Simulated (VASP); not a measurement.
# Al (I4/mmm) in VASP: a series of runs

Al is run at these levels: r2SCAN; tasks: single point, relaxation of cell and atoms.

Program: VASP 6.6.1. These are calculated values, not measurements. Logs are shortened: lines on timing, memory, paths and dates and some standing lists are left out, and cuts for length are marked.

### 1 The cell of the first run

The structure is tetragonal, space group I4/mmm (No. 139). Conventional cell: a = 2.814 Å, b = 2.814 Å, c = 4.017 Å, α = 90.00°, β = 90.00°, γ = 90.00°. Within 3.7 Å of Al (site symmetry 4/mmm) lie 12 Al at 2.81 to 2.83 Å.

### 2 Single point, r2SCAN

The input, POSCAR:

```
Al
1.0
   -1.4071812977      1.4071812977      2.0084554394
    1.4071812977     -1.4071812977      2.0084554394
    1.4071812977      1.4071812977     -2.0084554394
Al
1
Direct
    0.0000000000      0.0000000000      0.0000000000
```

The input, INCAR.step1:

```
ALGO = Normal ; EDIFF = 1E-4
ENCUT = 520 ; GGA = PE
ISMEAR = 0 ; LASPH = True
LCHARG = False ; LREAL = False
LWAVE = True ; NBANDS = 8
NELM = 80 ; PREC = Accurate
SIGMA = 0.1
```

The input, INCAR.step2:

```
ALGO = Normal ; EDIFF = 1E-7
ENCUT = 520 ; ISIF = 2
ISMEAR = 0 ; ISTART = 1
LASPH = True ; LCHARG = False
LMIXTAU = True ; LREAL = False
LWAVE = False ; METAGGA = R2SCAN
NBANDS = 8 ; NELM = 80
PREC = Accurate ; SIGMA = 0.1
```

The input, KPOINTS:

```
k-points
0
Gamma
  18 18 18
```

Potentials or basis: VASP PAW PBE potentials, release 64 (Al).

On the command line:

```console
> cat potpaw_PBE.64/Al/POTCAR > POTCAR
> cp INCAR.step1 INCAR
> mpirun -np 1 vasp_std > vasp.out
> cp INCAR.step2 INCAR
> mpirun -np 1 vasp_std > vasp.out
```

OUTCAR:

```text
EDIFF = 1E-7
   ENCUT = 520
   ISIF = 2
   ISMEAR = 0
   ISTART = 1
   LASPH = True
   LREAL = False
   METAGGA = R2SCAN
   NELM = 80
   PREC = Accurate

 ion  position               nearest neighbor table
   1  0.000  0.000  0.000-

  LATTYP: Found a body centered tetragonal cell.
 ALAT       =     2.8143625954
 C/A-ratio  =     1.4272897477

  Lattice vectors:

 A1 = (  -1.4071812977,   1.4071812977,   2.0084554394)
 A2 = (   1.4071812977,  -1.4071812977,   2.0084554394)
 A3 = (   1.4071812977,   1.4071812977,  -2.0084554394)

Analysis of symmetry for initial positions (statically):
=====================================================================
 Subroutine PRICEL returns:
 Original cell was already a primitive cell.

 Routine SETGRP: Setting up the symmetry group for a
 body centered tetragonal supercell.

 Subroutine GETGRP returns: Found 16 space group operations
 (whereof 16 operations were pure point group operations)
 out of a pool of 16 trial point group operations.

The static configuration has the point symmetry D_4h.

Analysis of symmetry for dynamics (positions and initial velocities):
=====================================================================
 Subroutine PRICEL returns:
 Original cell was already a primitive cell.

 Routine SETGRP: Setting up the symmetry group for a
 body centered tetragonal supercell.

 Subroutine GETGRP returns: Found 16 space group operations
 (whereof 16 operations were pure point group operations)
 out of a pool of 16 trial point group operations.

The dynamic configuration has the point symmetry D_4h.

 Subroutine INISYM returns: Found 16 space group operations
 (whereof 16 operations are pure point group operations),
 and found     1 'primitive' translations

----------------------------------------------------------------------------------------

                                     Primitive cell

  volume of cell :      15.9082

  direct lattice vectors                    reciprocal lattice vectors
    -1.407181298  1.407181298  2.008455439     0.000000000  0.355320243  0.248947520
     1.407181298 -1.407181298  2.008455439     0.355320243  0.000000000  0.248947520
     1.407181298  1.407181298 -2.008455439     0.355320243  0.355320243  0.000000000

  length of vectors
     2.827403696  2.827403696  2.827403696     0.433851752  0.433851752  0.502498706

  position of ions in fractional coordinates (direct lattice)
     0.000000000  0.000000000  0.000000000

  ion indices of the primitive-cell ions
   primitive index   ion index
                 1           1

----------------------------------------------------------------------------------------

 KPOINTS: k-points

Automatic generation of k-mesh.
 Grid dimensions read from file:
 generate k-points for:   18   18   18

 Generating k-lattice:

  Cartesian coordinates                     Fractional coordinates (reciprocal lattice)
     0.000000000  0.019740013  0.013830418     0.055555556  0.000000000 -0.000000000
     0.019740013  0.000000000  0.013830418     0.000000000  0.055555556 -0.000000000
     0.019740013  0.019740013  0.000000000     0.000000000  0.000000000  0.055555556

  Length of vectors
     0.024102875  0.024102875  0.027916595

  Shift w.r.t. Gamma in fractional coordinates (k-lattice)
     0.000000000  0.000000000  0.000000000

 Subroutine IBZKPT returns following result:
 ===========================================

 Found    480 irreducible k-points:

 Following reciprocal coordinates:
            Coordinates               Weight
  0.000000  0.000000  0.000000      1.000000
  0.055556  0.000000 -0.000000      8.000000
  0.111111  0.000000 -0.000000      8.000000
  0.166667  0.000000  0.000000      8.000000
  0.222222  0.000000 -0.000000      8.000000
  0.277778 -0.000000  0.000000      8.000000
[... 16 lines left out ...]
 -0.277778  0.055556 -0.000000     16.000000
 -0.222222  0.055556  0.000000     16.000000
 [... further k-points ...]
   k-points           NKPTS =    480   k-points in BZ     NKDIM =    480   number of bands    NBANDS=      8
   number of dos      NEDOS =    301   number of ions     NIONS =      1
   total plane-waves  NPLWV =  13824
   dimension x,y,z NGX =    24 NGY =   24 NGZ =   24
   dimension x,y,z NGXF=    48 NGYF=   48 NGZF=   48
   ions per type =               1
   NGX,Y,Z   is equivalent  to a cutoff of  14.11, 14.11, 14.11 a.u.
   NGXF,Y,Z  is equivalent  to a cutoff of  28.22, 28.22, 28.22 a.u.
 SYSTEM =  unknown system
   PREC   = accura    normal or accurate (medium, high low for compatibility)
   ISTART =      1    job   : 0-new  1-cont  2-samecut
   ICHARG =      0    charge: 1-file 2-atom 10-const
   ISPIN  =      1    spin polarized calculation?
   LNONCOLLINEAR =      F non collinear calculations
   LSORBIT =      F    spin-orbit coupling
   LASPH  =      T    aspherical Exc in radial PAW
   ENCUT  =  520.0 eV  38.22 Ry    6.18 a.u.   5.26  5.26  5.26*2*pi/ulx,y,z
   NELM   =     80;   NELMIN=  2; NELMDL=  0     # of ELM steps
   EDIFF  = 0.1E-06   stopping-criterion for ELM
   LREAL  =      F    real-space projection
   EDIFFG = 0.1E-05   stopping-criterion for IOM
   NSW    =      0    number of steps for IOM
   IBRION =     -1    ionic relax: 0-MD 1-quasi-New 2-CG
   NFREE  =      0    steps in history (QN), initial steepest desc. (CG)
   ISIF   =      2    stress and relaxation
   ISYM   =      2    0-nonsym 1-usesym 2-fastsym
   POTIM  = 0.5000    time-step for ionic-motion
   TEBEG  =    0.0;   TEEND  =   0.0 temperature during run
   PSTRESS=    0.0 pullay stress
   NELECT =       3.0000    total number of electrons
   NUPDOWN=      -1.0000    fix difference up-down
   EMIN   =  10.00;   EMAX   =-10.00  energy-range for DOS
   EFERMI =   0.00;   METHOD = LEGACY
   ISMEAR =     0;   SIGMA  =   0.10  broadening in eV -4-tet -1-fermi 0-gaus
   EFERMI_NEDOS =   21; number of points for ismear=-14 and -15
   IALGO  =     38    algorithm
   IMIX   =      4    mixing-type and parameters
     AMIX     =   0.40;   BMIX     =  1.00
     AMIX_MAG =   1.60;   BMIX_MAG =  1.00
  volume/ion in A,a.u.               =      15.91       107.35
  Fermi-wavevector in a.u.,A,eV,Ry     =   0.938803  1.774080 11.991510  0.881351
  Thomas-Fermi vector in A             =   2.066051
   LORBIT       =      0    0 simple, 1 ext, 2 COOP (PROOUT), +10 PAW based schemes
   METAGGA = R2SCAN    functional components
   LHFCALC =     F    Hartree Fock is set to
   AEXX    =    0.0000 exact exchange contribution
   IVDW    =     0    specifies the selected vdW correction
   LEPSILON=     F    determine dielectric tensor
   LRPA    =     F    only Hartree local field effects (RPA)
 non-spin polarized calculation
 Gauss-broadening in eV      SIGMA  =   0.10
  energy-cutoff  :      520.00
  volume of cell :       15.91
 maximum number of plane-waves:       448
 NGX is ok and might be reduce to    24
   NGX = 11   NGY = 11   NGZ = 11

 number of electron       3.0000000 magnetization

 Free energy of the ion-electron system (eV)
  ---------------------------------------------------
  ext. energy  EPLUGINS =         0.00000000
  ---------------------------------------------------
  free energy    TOTEN  =        -6.73706356 eV

  energy without entropy =       -6.73476328  energy(sigma->0) =       -6.73591342

 E-fermi :   8.4093     XC(G=0): -11.0424

 val. band max:        8.4030640726   @ k =   0.2222   0.2222   0.1667
 cond. band min:       8.4148724149   @ k =   0.3333   0.3333   0.1111
 fundamental gap:      0.0118083423
 Fermi energy:         8.4093222050

 k-point     1 :       0.0000    0.0000    0.0000
  band No.  band energies     occupation
      1      -3.6970      2.00000
      2      21.8614      0.00000
      3      21.9701      0.00000
      4      21.9701      0.00000
      5      24.1224      0.00000
      6      24.1224      0.00000
      7      24.1573      0.00000
      8      26.0328      0.00000

 k-point     2 :       0.0556    0.0000   -0.0000
  band No.  band energies     occupation
      1      -3.6056      2.00000
      2      20.4015      0.00000
      3      21.6405      0.00000
      4      21.7156      0.00000
      5      24.5237      0.00000
      6      24.5418      0.00000
      7      24.5953      0.00000
      8      27.0433      0.00000

 k-point     3 :       0.1111    0.0000   -0.0000
  band No.  band energies     occupation
      1      -3.3320      2.00000
      2      18.0208      0.00000
      3      21.1536      0.00000
      4      21.2429      0.00000
      5      24.5619      0.00000
      6      25.4199      0.00000
      7      25.4435      0.00000
      8      27.5718      0.00000

 k-point     4 :       0.1667    0.0000    0.0000
  band No.  band energies     occupation
      1      -2.8772      2.00000
      2      15.6047      0.00000
      3      20.6992      0.00000
      4      20.8073      0.00000
      5      24.3486      0.00000
      6      25.9259      0.00000
      7      26.1724      0.00000
      8      27.0299      0.00000

 k-point     5 :       0.2222    0.0000   -0.0000
  band No.  band energies     occupation
      1      -2.2429      2.00000
      2      13.2663      0.00000
      3      20.3534      0.00000
      4      20.4824      0.00000
      5      24.1401      0.00000
      6      24.8888      0.00000
      7      25.2371      0.00000
      8      28.1647      0.00000
[... 177 lines left out ...]
 k-point    22 :      -0.3333    0.0556   -0.0000
  band No.  band energies     occupation
      1      -0.7102      2.00000
      2       9.6942      0.00000
      3      18.9384      0.00000
      4      20.4081      0.00000
      5      21.7195      0.00000
      6      24.5133      0.00000
      7      25.1169      0.00000
      8      28.0500      0.00000

 k-point    23 :      -0.2778    0.0556   -0.0000
  band No.  band energies     occupation
      1      -1.6378      2.00000
      2      11.8269      0.00000
      3      19.0605      0.00000
      4      20.5302      0.00000
      5      22.7500      0.00000
      6      25.1434      0.00000
      7      25.5091      0.00000
      8      27.4960      0.00000

 k-point    24 :      -0.2222    0.0556    0.0000
  band No.  band energies     occupation
      1      -2.3907      2.00000
      2      14.0835      0.00000
      3      19.3301      0.00000
      4      20.7549      0.00000
      5      23.9284      0.00000
      6      25.2793      0.00000
      7      26.1099      0.00000
      8      26.5736      0.00000

 [... further k-points ...]
[... 5 lines left out ...]
  --------------------------------------------------------------------------------------
  -------------------------------------------------------------------------------------
  Total       -0.0374467     -0.0374467     -0.0222419      0.0000000      0.0000000      0.0000000
  in kB       -3.7713919     -3.7713919     -2.2400658      0.0000000      0.0000000      0.0000000
  external PRESSURE =      -3.2609498 kB  Pullay stress =       0.0000000 kB

 VOLUME and BASIS-vectors are now :
 -----------------------------------------------------------------------------
  energy-cutoff  :      520.00
  volume of cell :       15.91
      direct lattice vectors                 reciprocal lattice vectors
    -1.407181298  1.407181298  2.008455439     0.000000000  0.355320243  0.248947520
     1.407181298 -1.407181298  2.008455439     0.355320243  0.000000000  0.248947520
     1.407181298  1.407181298 -2.008455439     0.355320243  0.355320243  0.000000000

 POSITION                                       TOTAL-FORCE (eV/Angst)
 -----------------------------------------------------------------------------------
      0.00000      0.00000      0.00000         0.000000      0.000000      0.000000
 -----------------------------------------------------------------------------------
    total drift:                                0.000000      0.000000      0.000000

  FREE ENERGIE OF THE ION-ELECTRON SYSTEM (eV)
  ---------------------------------------------------
  free  energy   TOTEN  =        -6.7370635641 eV

  energy  without entropy=       -6.7347632774  energy(sigma->0) =       -6.73591342
```

Run time: 1.8 min. Hardware: 1 thread of Intel Xeon Platinum 8488C (Sapphire Rapids), shared host; peak memory 0.17 GiB.

What came out:

* Free energy: -6.7371 eV
* Pressure: -0.3 GPa

Stress tensor (GPa, compression positive):
```
-0.38  0.00  0.00
 0.00 -0.38  0.00
 0.00  0.00 -0.22
```

Caveat: the PAW data sets were made with another functional, which shifts forces and pressure a little.

### 3 Relaxation of cell and atoms, r2SCAN

This run uses another cell than the first one, of 16.04 Å³/atom, 1.009 times its volume.

The input, POSCAR:

```
Al
1.0
   -1.4044865604      1.4044865604      2.0334037631
    1.4044865604     -1.4044865604      2.0334037631
    1.4044865604      1.4044865604     -2.0334037631
Al
1
Direct
    0.0000000000      0.0000000000      0.0000000000
```

The input, INCAR.step1:

```
SYSTEM = Al
ALGO = Normal ; EDIFF = 1E-4
ENCUT = 600 ; GGA = PE
ISMEAR = 0 ; LASPH = .True.
LCHARG = .False. ; LREAL = .False.
LWAVE = .True. ; NELM = 80
PREC = Accurate ; SIGMA = 0.1
```

The input, INCAR.step2:

```
SYSTEM = Al
ALGO = Normal ; EDIFF = 1E-7
EDIFFG = -0.025 ; ENCUT = 600
IBRION = 2 ; ISIF = 3
ISMEAR = 0 ; ISTART = 1
LASPH = .True. ; LCHARG = .False.
LMIXTAU = .True. ; LREAL = .False.
LWAVE = .False. ; METAGGA = R2SCAN
NELM = 80 ; NSW = 90
PREC = Accurate ; SIGMA = 0.1
```

The input, KPOINTS:

```
k-points
0
Gamma
  18 18 18
  0 0 0
```

Potentials or basis: VASP PAW PBE potentials, release 64 (Al).

On the command line:

```console
> cat potpaw_PBE.64/Al/POTCAR > POTCAR
> cp INCAR.step1 INCAR
> mpirun -np 1 vasp_std > vasp.out
> cp INCAR.step2 INCAR
> mpirun -np 1 vasp_std > vasp.out
```

OUTCAR:

```text
SYSTEM = Al
   EDIFF = 1E-7
   EDIFFG = -0.025
   ENCUT = 600
   IBRION = 2
   ISIF = 3
   ISMEAR = 0
   ISTART = 1
   LASPH = .True.
   LREAL = .False.
   METAGGA = R2SCAN
   NELM = 80
   NSW = 90
   PREC = Accurate

 ion  position               nearest neighbor table
   1  0.000  0.000  0.000-

  LATTYP: Found a body centered tetragonal cell.
 ALAT       =     2.8089731208
 C/A-ratio  =     1.4477915421

  Lattice vectors:

 A1 = (  -1.4044865604,   1.4044865604,   2.0334037631)
 A2 = (   1.4044865604,  -1.4044865604,   2.0334037631)
 A3 = (   1.4044865604,   1.4044865604,  -2.0334037631)

Analysis of symmetry for initial positions (statically):
=====================================================================
[... 244 lines left out ...]
  ---------------------------------------------------
  ext. energy  EPLUGINS =         0.00000000
  ---------------------------------------------------
  free energy    TOTEN  =        -6.73688997 eV

  energy without entropy =       -6.73470949  energy(sigma->0) =       -6.73579973

 E-fermi :   8.4593     XC(G=0): -11.0584

 val. band max:        8.4573818533   @ k =   0.2778   0.2222   0.0556
 cond. band min:       8.4690850254   @ k =   0.2222   0.2222   0.1667
 fundamental gap:      0.0117031721
 Fermi energy:         8.4592992423

 k-point     1 :       0.0000    0.0000    0.0000
  band No.  band energies     occupation
      1      -3.6828      2.00000
      2      21.8382      0.00000
      3      22.0928      0.00000
      4      22.0929      0.00000
      5      24.2141      0.00000
[... 177 lines left out ...]
 k-point    24 :      -0.2222    0.0556   -0.0000
  band No.  band energies     occupation
      1      -2.3690      2.00000
      2      14.1326      0.00000
      3      19.3502      0.00000
      4      20.8373      0.00000
      5      24.1748      0.00000

 [... further k-points ...]
[... 5 lines left out ...]
  --------------------------------------------------------------------------------------
  -------------------------------------------------------------------------------------
  Total        0.0241373      0.0241373     -0.0239097      0.0000000     -0.0000000      0.0000000
  in kB        2.4411130      2.4411130     -2.4180929      0.0000000     -0.0000000      0.0000000
  external PRESSURE =       0.8213777 kB  Pullay stress =       0.0000000 kB
[... 16 lines left out ...]
  FREE ENERGIE OF THE ION-ELECTRON SYSTEM (eV)
  ---------------------------------------------------
  free  energy   TOTEN  =        -6.7368899681 eV

  energy  without entropy=       -6.7347094922  energy(sigma->0) =       -6.73579973

 reached required accuracy - stopping structural energy minimisation
```

OSZICAR.step1:

```text
N       E                     dE             d eps       ncg     rms          rms(c)
DAV:   1    -0.136670474422E+01   -0.13667E+01   -0.95258E+02  4905   0.380E+02
DAV:   2    -0.374148728750E+01   -0.23748E+01   -0.22351E+01  6050   0.336E+01
DAV:   3    -0.376449124063E+01   -0.23004E-01   -0.22974E-01  6430   0.376E+00
DAV:   4    -0.376456110770E+01   -0.69867E-04   -0.69838E-04  6500   0.204E-01
DAV:   5    -0.376456145036E+01   -0.34266E-06   -0.34258E-06  6340   0.126E-02    0.135E+00
DAV:   6    -0.375127483562E+01    0.13287E-01   -0.15216E-03  5785   0.300E-01    0.786E-01
DAV:   7    -0.374157818710E+01    0.96966E-02   -0.46034E-03  5470   0.486E-01    0.151E-01
DAV:   8    -0.374157487993E+01    0.33072E-05   -0.21376E-05  4230   0.520E-02
   1 F= -.37415749E+01 E0= -.37405127E+01  d E =-.212427E-02
```

Run time: 2.6 min. Hardware: 1 thread of Intel Xeon Platinum 8488C (Sapphire Rapids), shared host; peak memory 0.18 GiB.

What came out:

```
Free energy                            : -6.7369 eV
Relaxed volume                         : 15.84 Å³/atom
Relaxed cell                           : a = 2.829 Å, b = 2.829 Å, c = 2.829 Å, α = 120.71°, β = 120.71°, γ = 88.78°
Space group after relaxing (to 0.05 Å) : I4/mmm (No. 139)
Energy gained by relaxing              : 0.7 meV/atom
Ionic steps                            : 3
Pressure after relaxing                : 0.1 GPa
```

The path:
| step | energy change (eV) | largest force (eV/Å) | pressure (GPa) | volume (Å³) |
| --- | --- | --- | --- | --- |
| 1 | 0.0000 | 0.0000 | -1.05 | 16.04 |
| 2 | -0.0007 | 0.0000 | 0.33 | 15.80 |
| 3 | -0.0007 | 0.0000 | 0.08 | 15.84 |

Final structure:
```
Al
1.0
    -1.39954    1.39954    2.02201
     1.39954   -1.39954    2.02201
     1.39954    1.39954   -2.02201
Al
1
Direct
  0.00000 0.00000 0.00000
```

Caveat: the PAW data sets were made with another functional, which shifts forces and pressure a little.
